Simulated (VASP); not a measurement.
# WC (P-6m2) in VASP: notebook

WC is run at these levels: PBEsol; tasks: relaxation of shape and atoms at fixed volume.

All numbers are computed with VASP 6.6.1; they aren't measurements. Logs are shortened: lines on timing, memory, paths and dates and some standing lists are left out, and cuts for length are marked.

### Step 1. The cell of the first run

Symmetry: P-6m2, No. 187, hexagonal system. The conventional cell has a = 2.958 Å, b = 2.958 Å, c = 2.878 Å, α = 90.00°, β = 90.00°, γ = 120.00°. W (site symmetry -6m2) has 6 C at 2.23 Å and 8 W at 2.88 to 2.96 Å within 3.0 Å. C (site symmetry -6m2) has 6 W at 2.23 Å and 8 C at 2.88 to 2.96 Å within 3.0 Å.

### Step 2. Relaxation of shape and atoms at fixed volume, PBEsol (volume scaled by 1.06)

The input, INCAR:

```
ALGO = Normal ; EDIFF = 1E-6
EDIFFG = -0.01 ; ENCUT = 600
GGA = PS ; IBRION = 2
ISIF = 4 ; ISMEAR = 0
LASPH = True ; LCHARG = False
LREAL = False ; LWAVE = False
NELM = 80 ; NSW = 50
PREC = Accurate ; SIGMA = 0.1
```

The input, KPOINTS:

```
k-points
0
Gamma
  18 18 14
```

The input, POSCAR:

```
WC
1.0
    2.9578270906      0.0000000000      0.0000000000
   -1.4789135453      2.5615534004      0.0000000000
    0.0000000000      0.0000000000      2.8782305267
W C
1 1
Direct
    0.0000000000      0.0000000000      0.0000000000
    0.6666666667      0.3333333333      0.5000000000
```

Potentials or basis: VASP PAW PBE potentials, release 64 (W_sv, C).

Run with:

```bash
$ cat potpaw_PBE.64/W_sv/POTCAR potpaw_PBE.64/C/POTCAR > POTCAR
$ mpirun -np 1 vasp_std > vasp.out
```

OUTCAR:

```text
EDIFF = 1E-6
   EDIFFG = -0.01
   ENCUT = 600
   GGA = PS
   IBRION = 2
   ISIF = 4
   ISMEAR = 0
   LASPH = True
   LREAL = False
   NELM = 80
   NSW = 50
   PREC = Accurate

 ion  position               nearest neighbor table
   1  0.000  0.000  0.000-   2 2.23   2 2.23   2 2.23   2 2.23   2 2.23   2 2.23
   2  0.667  0.333  0.500-   1 2.23   1 2.23   1 2.23   1 2.23   1 2.23   1 2.23

  LATTYP: Found a hexagonal cell.
 ALAT       =     2.9578270906
 C/A-ratio  =     0.9730895142

  Lattice vectors:

 A1 = (   2.9578270906,   0.0000000000,   0.0000000000)
 A2 = (  -1.4789135453,   2.5615534004,   0.0000000000)
 A3 = (   0.0000000000,   0.0000000000,   2.8782305267)

Analysis of symmetry for initial positions (statically):
=====================================================================
 Subroutine PRICEL returns:
 Original cell was already a primitive cell.

 Routine SETGRP: Setting up the symmetry group for a
 hexagonal supercell.

 Subroutine GETGRP returns: Found 12 space group operations
 (whereof 12 operations were pure point group operations)
 out of a pool of 24 trial point group operations.

The static configuration has the point symmetry D_3h.

Analysis of symmetry for dynamics (positions and initial velocities):
=====================================================================
 Subroutine PRICEL returns:
 Original cell was already a primitive cell.

 Routine SETGRP: Setting up the symmetry group for a
 hexagonal supercell.

 Subroutine GETGRP returns: Found 12 space group operations
 (whereof 12 operations were pure point group operations)
 out of a pool of 24 trial point group operations.

The dynamic configuration has the point symmetry D_3h.

 Subroutine INISYM returns: Found 12 space group operations
 (whereof 12 operations are pure point group operations),
 and found     1 'primitive' translations

----------------------------------------------------------------------------------------

                                     Primitive cell

  volume of cell :      21.8073

  direct lattice vectors                    reciprocal lattice vectors
     2.957827091  0.000000000  0.000000000     0.338086024  0.195194057  0.000000000
    -1.478913545  2.561553400  0.000000000     0.000000000  0.390388114  0.000000000
     0.000000000  0.000000000  2.878230527     0.000000000  0.000000000  0.347435687

  length of vectors
     2.957827091  2.957827091  2.878230527     0.390388114  0.390388114  0.347435687

  position of ions in fractional coordinates (direct lattice)
     0.000000000  0.000000000  0.000000000
     0.666666667  0.333333333  0.500000000

  ion indices of the primitive-cell ions
   primitive index   ion index
                 1           1
                 2           2

----------------------------------------------------------------------------------------

 KPOINTS: k-points

Automatic generation of k-mesh.
 Grid dimensions read from file:
 generate k-points for:   18   18   14

 Generating k-lattice:

  Cartesian coordinates                     Fractional coordinates (reciprocal lattice)
     0.018782557  0.010844114  0.000000000     0.055555556  0.000000000  0.000000000
     0.000000000  0.021688229  0.000000000     0.000000000  0.055555556  0.000000000
     0.000000000  0.000000000  0.024816835     0.000000000  0.000000000  0.071428571

  Length of vectors
     0.021688229  0.021688229  0.024816835

  Shift w.r.t. Gamma in fractional coordinates (k-lattice)
     0.000000000  0.000000000  0.000000000

 Subroutine IBZKPT returns following result:
 ===========================================

 Found    296 irreducible k-points:

 Following reciprocal coordinates:
            Coordinates               Weight
  0.000000  0.000000  0.000000      1.000000
  0.055556  0.000000  0.000000      6.000000
  0.111111  0.000000  0.000000      6.000000
  0.166667  0.000000  0.000000      6.000000
  0.222222  0.000000  0.000000      6.000000
  0.277778  0.000000  0.000000      6.000000
[... 16 lines left out ...]
  0.333333  0.111111  0.000000     12.000000
  0.388889  0.111111  0.000000     12.000000
 [... further k-points ...]
   k-points           NKPTS =    296   k-points in BZ     NKDIM =    296   number of bands    NBANDS=     13
   number of dos      NEDOS =    301   number of ions     NIONS =      2
   total plane-waves  NPLWV =  13824
   dimension x,y,z NGX =    24 NGY =   24 NGZ =   24
   dimension x,y,z NGXF=    48 NGYF=   48 NGZF=   48
   ions per type =               1   1
   NGX,Y,Z   is equivalent  to a cutoff of  13.49, 13.49, 13.86 a.u.
   NGXF,Y,Z  is equivalent  to a cutoff of  26.98, 26.98, 27.72 a.u.
 SYSTEM =  unknown system
   PREC   = accura    normal or accurate (medium, high low for compatibility)
   ISTART =      0    job   : 0-new  1-cont  2-samecut
   ICHARG =      2    charge: 1-file 2-atom 10-const
   ISPIN  =      1    spin polarized calculation?
   LNONCOLLINEAR =      F non collinear calculations
   LSORBIT =      F    spin-orbit coupling
   LASPH  =      T    aspherical Exc in radial PAW
   ENCUT  =  600.0 eV  44.10 Ry    6.64 a.u.   5.91  5.91  5.75*2*pi/ulx,y,z
   NELM   =     80;   NELMIN=  2; NELMDL= -5     # of ELM steps
   EDIFF  = 0.1E-05   stopping-criterion for ELM
   LREAL  =      F    real-space projection
   EDIFFG = -.1E-01   stopping-criterion for IOM
   NSW    =     50    number of steps for IOM
   IBRION =      2    ionic relax: 0-MD 1-quasi-New 2-CG
   NFREE  =      1    steps in history (QN), initial steepest desc. (CG)
   ISIF   =      4    stress and relaxation
   ISYM   =      2    0-nonsym 1-usesym 2-fastsym
   POTIM  = 0.5000    time-step for ionic-motion
   TEBEG  =    0.0;   TEEND  =   0.0 temperature during run
   PSTRESS=    0.0 pullay stress
   NELECT =      18.0000    total number of electrons
   NUPDOWN=      -1.0000    fix difference up-down
   EMIN   =  10.00;   EMAX   =-10.00  energy-range for DOS
   EFERMI =   0.00;   METHOD = LEGACY
   ISMEAR =     0;   SIGMA  =   0.10  broadening in eV -4-tet -1-fermi 0-gaus
   EFERMI_NEDOS =   21; number of points for ismear=-14 and -15
   IALGO  =     38    algorithm
   IMIX   =      4    mixing-type and parameters
     AMIX     =   0.40;   BMIX     =  1.00
     AMIX_MAG =   1.60;   BMIX_MAG =  1.00
  volume/ion in A,a.u.               =      10.90        73.58
  Fermi-wavevector in a.u.,A,eV,Ry     =   1.535672  2.901999 32.086454  2.358288
  Thomas-Fermi vector in A             =   2.642428
   LORBIT       =      0    0 simple, 1 ext, 2 COOP (PROOUT), +10 PAW based schemes
   GGA     = PS    functional components
   LHFCALC =     F    Hartree Fock is set to
   AEXX    =    0.0000 exact exchange contribution
   IVDW    =     0    specifies the selected vdW correction
   LEPSILON=     F    determine dielectric tensor
   LRPA    =     F    only Hartree local field effects (RPA)
 conjugate gradient relaxation of ions
 non-spin polarized calculation
 Gauss-broadening in eV      SIGMA  =   0.10
  energy-cutoff  :      600.00
  volume of cell :       21.81
 maximum number of plane-waves:       744
 NGX is ok and might be reduce to    24
   NGX = 11   NGY = 11   NGZ = 11

--------------------------------------- Ionic step        1  -------------------------------------------

 number of electron      18.0000000 magnetization

 Free energy of the ion-electron system (eV)
  ---------------------------------------------------
  ext. energy  EPLUGINS =         0.00000000
  ---------------------------------------------------
  free energy    TOTEN  =       -23.82558315 eV

  energy without entropy =      -23.82410626  energy(sigma->0) =      -23.82484470

------------------------ aborting loop because EDIFF is reached ----------------------------------------

  FORCE on cell =-STRESS in cart. coord.  units (eV):
  Direction    XX          YY          ZZ          XY          YZ          ZX
  --------------------------------------------------------------------------------------
  -------------------------------------------------------------------------------------
  Total       -2.6701706     -2.6701706     -2.8663354      0.0000000     -0.0000000     -0.0000000
  in kB     -196.1768784   -196.1768783   -210.5890639      0.0000000     -0.0000000     -0.0000000
  external PRESSURE =    -200.9809402 kB  Pullay stress =       0.0000000 kB
[... 57 lines left out ...]
  energy  without entropy=      -23.8239841343  energy(sigma->0) =      -23.82476018

--------------------------------------- Ionic step        3  -------------------------------------------

 number of electron      18.0000000 magnetization

 Free energy of the ion-electron system (eV)
  ---------------------------------------------------
  ext. energy  EPLUGINS =         0.00000000
  ---------------------------------------------------
  free energy    TOTEN  =       -23.82572597 eV

  energy without entropy =      -23.82421648  energy(sigma->0) =      -23.82497123

 E-fermi :  10.2214     XC(G=0): -13.6543

 val. band max:       10.2097645794   @ k =   0.3333   0.3333   0.0714
 cond. band min:      10.2309924407   @ k =   0.0556   0.0000   0.2143
 fundamental gap:      0.0212278613
 Fermi energy:        10.2213681624

 k-point     1 :       0.0000    0.0000    0.0000
  band No.  band energies     occupation
      1     -63.8068      2.00000
      2     -27.7815      2.00000
      3     -27.7097      2.00000
      4     -27.7097      2.00000
      5      -3.8139      2.00000
      6       6.1885      2.00000
      7       7.0739      2.00000
      8       7.0739      2.00000
      9      10.3953      0.01390
     10      13.2448      0.00000
     11      13.2448      0.00000
     12      15.6371      0.00000
     13      15.6371      0.00000
[... 353 lines left out ...]
 k-point    24 :       0.3889    0.1111    0.0000
  band No.  band energies     occupation
      1     -63.7615      2.00000
      2     -28.3417      2.00000
      3     -27.9138      2.00000
      4     -27.6912      2.00000
      5      -0.5969      2.00000
      6       3.5930      2.00000
      7       6.8141      2.00000
      8       6.9849      2.00000
      9       9.7690      2.00000
     10      11.9712      0.00000
     11      13.5750      0.00000
     12      14.6954      0.00000
     13      17.4221      0.00000

 [... further k-points ...]

------------------------ aborting loop because EDIFF is reached ----------------------------------------

  FORCE on cell =-STRESS in cart. coord.  units (eV):
  Direction    XX          YY          ZZ          XY          YZ          ZX
  --------------------------------------------------------------------------------------
  -------------------------------------------------------------------------------------
  Total       -2.7269079     -2.7269079     -2.7215022     -0.0000000     -0.0000000      0.0000000
  in kB     -200.3453557   -200.3453557   -199.9482019     -0.0000000     -0.0000000      0.0000000
  external PRESSURE =    -200.2129711 kB  Pullay stress =       0.0000000 kB
[... 17 lines left out ...]
  FREE ENERGIE OF THE ION-ELECTRON SYSTEM (eV)
  ---------------------------------------------------
  free  energy   TOTEN  =       -23.8257259734 eV

  energy  without entropy=      -23.8242164816  energy(sigma->0) =      -23.82497123

 reached required accuracy - stopping structural energy minimisation
```

It took 67 s on 1 thread of AMD EPYC 9R45 (Zen 5), shared host; peak memory 0.2 GiB.

What came out:

```yaml
Free_energy: -23.8257 eV
Energy_gained_by_relaxing: 0.1 meV/atom
Ionic_steps: 3
Pressure_after_relaxing: -20.0 GPa
Band_gap_on_the_k_mesh: zero (band 9 reaches 10.87 eV, above the bottom of band 10 at 9.70 eV)
```

Step by step:
```tsv
step	energy change (eV)	largest force (eV/Å)	pressure (GPa)	volume (Å³)
1	0.0000	0.0000	-20.10	21.81
2	0.0000	0.0000	-19.91	21.81
3	-0.0001	0.0000	-20.02	21.81
```

Final structure:
```
W C
1.0
     2.95999    0.00000    0.00000
    -1.48000    2.56343    0.00000
     0.00000    0.00000    2.87402
W C
1 1
Direct
  0.00000 0.00000 0.00000
  0.66667 0.33333 0.50000
```

Caveat: the cell differs from its parent crystal (volume scaled by 1.06); the PAW data sets were made with another functional, which shifts forces and pressure a little; spin-orbit coupling is left out, which moves the levels of the heavy elements.

### Step 3. Relaxation of shape and atoms at fixed volume, PBEsol (volume scaled by 1.10)

The input, INCAR:

```
PREC     = Accurate       # precision mode
ENCUT    = 600            # plane-wave cutoff, eV
EDIFF    = 1E-6           # SCF threshold, eV
ISMEAR   = 0              # smearing method
SIGMA    = 0.1            # smearing width, eV
LREAL    = F              # projectors in reciprocal space
LASPH    = T              # aspherical terms in the spheres
NELM     = 60             # most SCF steps
ALGO     = Normal         # electronic algorithm
ISIF     = 4              # what is computed and relaxed
LWAVE    = F              # write WAVECAR
LCHARG   = F              # write CHGCAR
GGA      = PS             # functional
IBRION   = 2              # ionic algorithm
NSW      = 50             # ionic steps
EDIFFG   = -0.01          # ionic threshold
```

The input, KPOINTS:

```
Automatic mesh
0
Gamma
  18 18 14
```

The input, POSCAR:

```
WC
1.0
    2.9972154770      0.0000000000      0.0000000000
   -1.4986077385      2.5956647437      0.0000000000
    0.0000000000      0.0000000000      2.9088546872
W C
1 1
Direct
    0.0000000000      0.0000000000      0.0000000000
    0.6666666667      0.3333333333      0.5000000000
```

Potentials or basis: VASP PAW PBE potentials, release 64 (W_sv, C).

Run with:

```bash
$ cat potpaw_PBE.64/W_sv/POTCAR potpaw_PBE.64/C/POTCAR > POTCAR
$ mpirun -np 1 vasp_std > vasp.out
```

It took 68 s on 1 thread of AMD EPYC 9R45 (Zen 5), shared host; peak memory 0.2 GiB.

The run converged. Its results:

```yaml
Free_energy: -23.6949 eV
Energy_gained_by_relaxing: 0.1 meV/atom
Ionic_steps: 3
Pressure_after_relaxing: -30.8 GPa
Band_gap_on_the_k_mesh: zero (band 9 reaches 10.38 eV, above the bottom of band 10 at 9.24 eV)
```

Step by step:
| step | energy change (eV) | largest force (eV/Å) | pressure (GPa) | volume (Å³) |
| --- | --- | --- | --- | --- |
| 1 | 0.0000 | 0.0000 | -30.94 | 22.63 |
| 2 | 0.0000 | 0.0000 | -30.70 | 22.63 |
| 3 | -0.0003 | 0.0000 | -30.84 | 22.63 |

Final structure:
```
W C
1.0
     3.00033    0.00000    0.00000
    -1.50016    2.59836    0.00000
     0.00000    0.00000    2.90282
W C
1 1
Direct
  0.00000 0.00000 0.00000
  0.66667 0.33333 0.50000
```

Levels at points of the mesh, in eV from the Fermi level:
```
           k point  band 5  band 6  band 7  band 8  band 9  band 10  band 11  band 12  band 13
(0.00, 0.00, 0.00)  -13.76   -3.83   -3.03   -3.03    0.20     2.87     2.87     5.23     5.23
(0.50, 0.00, 0.00)  -10.69   -6.63   -3.18   -3.15   -0.43     2.12     3.99     4.27     6.41
(0.00, 0.00, 0.50)  -10.13   -8.09   -1.85   -1.85   -0.48    -0.48     3.49     4.27     4.27
(0.50, 0.00, 0.50)  -10.67   -5.93   -3.94   -3.93    0.19     3.87     4.73     5.90     8.35
```

Caveat: the cell differs from its parent crystal (volume scaled by 1.10); the PAW data sets were made with another functional, which shifts forces and pressure a little; spin-orbit coupling is left out, which moves the levels of the heavy elements.
